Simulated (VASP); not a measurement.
WSe2:

```
W Se
1.0
     1.65107    0.95325    6.57965
    -1.65107    0.95325    6.57965
     0.00000   -1.90650    6.57965
W Se
1 2
Direct
  0.99998 0.99998 0.99998
  0.41765 0.41765 0.41765
  0.24903 0.24903 0.24903
```

Base run:

| Quantity | Value |
| --- | --- |
| Program | VASP 6.6.1 |
| Functional | r2SCAN |
| Potentials or basis | VASP PAW PBE potentials, release 64 (W_sv, Se) |
| Cutoff | 550 eV |
| k mesh | 6 × 6 × 6 |
| Occupations | gaussian, width 0.05 eV |
| Spin | no spin polarisation |

Its results: band gap on the k mesh 1.20 eV (least direct gap 1.69 eV); pressure 1.6 GPa; largest force 0.011 eV/Å.

Question: After a change of settings the same cell gave: band gap on the k mesh 1.51 eV (least direct gap 2.39 eV); pressure 1.3 GPa; largest force 0.046 eV/Å. Which change was it?
A. occupations from gaussian, width 0.05 eV to fermi-dirac, width 0.2 eV
B. occupations from gaussian, width 0.05 eV to gaussian, width 0.01 eV; dispersion from none to D4
C. k mesh from 6 × 6 × 6 to 4 × 4 × 4; occupations from gaussian, width 0.05 eV to gaussian, width 0.01 eV

Answer: C.

Caveats: some runs use coarse meshes; the PAW data sets were made with another functional, which shifts forces and pressure a little; spin-orbit coupling is left out, which moves the levels of the heavy elements.
